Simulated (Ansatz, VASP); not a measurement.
**Two plane-wave programs on Be5Te2**

INCAR

```
PREC = Accurate
ENCUT = 520
EDIFF = 1E-6
ISMEAR = 0
SIGMA = 0.2
LREAL = F
LASPH = T
NELM = 60
ALGO = Fast
ISIF = 2
LWAVE = F
LCHARG = F
GGA = PE
NBANDS = 20
```

Contents of KPOINTS:

```
Automatic mesh
0
Gamma
  6 6 4
```

POSCAR

```
Be5Te2
1.0
    3.8317712820      0.0000000000      0.0000000000
   -1.9158856410      3.3184112717      0.0000000000
    0.0000000000      0.0000000000      9.1517447365
Be Te
5 2
Direct
    0.0000000000      0.0000000000      0.0004677129
    1.0000000000      0.0000000000      0.7612369011
    0.6666666667      0.3333333333      0.9515851924
    0.3333333333      0.6666666667      0.9973107631
    0.6666666667      0.3333333333      0.3781226579
    0.3333333333      0.6666666667      0.2820000429
    0.6666666667      0.3333333333      0.6492767297
```

Input for Ansatz:

```yaml
crystal:
  lattice:
    - [3.831771282, 0.0, 0.0]
    - [-1.915885641, 3.3184112717, 0.0]
    - [0.0, 0.0, 9.1517447365]
  atoms:
    - { symbol: Be, position: [0.0, 0.0, 0.0004677129] }
    - { symbol: Be, position: [1.0, 0.0, 0.7612369011] }
    - { symbol: Be, position: [0.6666666667, 0.3333333333, 0.9515851924] }
    - { symbol: Be, position: [0.3333333333, 0.6666666667, 0.9973107631] }
    - { symbol: Be, position: [0.6666666667, 0.3333333333, 0.3781226579] }
    - { symbol: Te, position: [0.3333333333, 0.6666666667, 0.2820000429] }
    - { symbol: Te, position: [0.6666666667, 0.3333333333, 0.6492767297] }
basis:
  ecutwfc: 420
kpoints:
  mp_grid: { grid: [6, 6, 4] }
hamiltonian:
  xc: pbe
scf:
  occupations: { method: gaussian, width: 0.2 }
  lower_state_search: "off"
output:
  forces: true
  stress: true
  eigenvalues: true
```

Alike in both runs: task single point; functional PBE; k mesh 6 × 6 × 4; occupations gaussian, width 0.2 eV; no spin polarisation.

|  | VASP | Ansatz |
| --- | --- | --- |
| version | VASP 6.6.1 | Ansatz 0.2.0 |
| potentials or method | VASP PAW PBE potentials, release 64 (Be, Te), cutoff 520 eV | scalar-relativistic, plane waves, PAW |
| valence electrons in the cell | 22 | 42 |

```tsv
	VASP	Ansatz	Ansatz less VASP
gap on the k mesh at the Fermi level (eV)	none	none	-
pressure (GPa)	0.2	0.0	-0.13
traceless stress, the component that is largest in VASP (GPa)	-0.21	-0.18	+0.029
rms of the force components (eV/Å)	0.014	0.009	-0.0043
```

Atom by atom the forces differ by 0.007 eV/Å (rms over components). A gap of «none» marks a metal or a gap that the smearing closes. VASP's potentials hold 22 valence electrons a cell and Ansatz's 42, so a difference there can come from the potentials and not from the codes.

Spin-orbit coupling is off throughout.
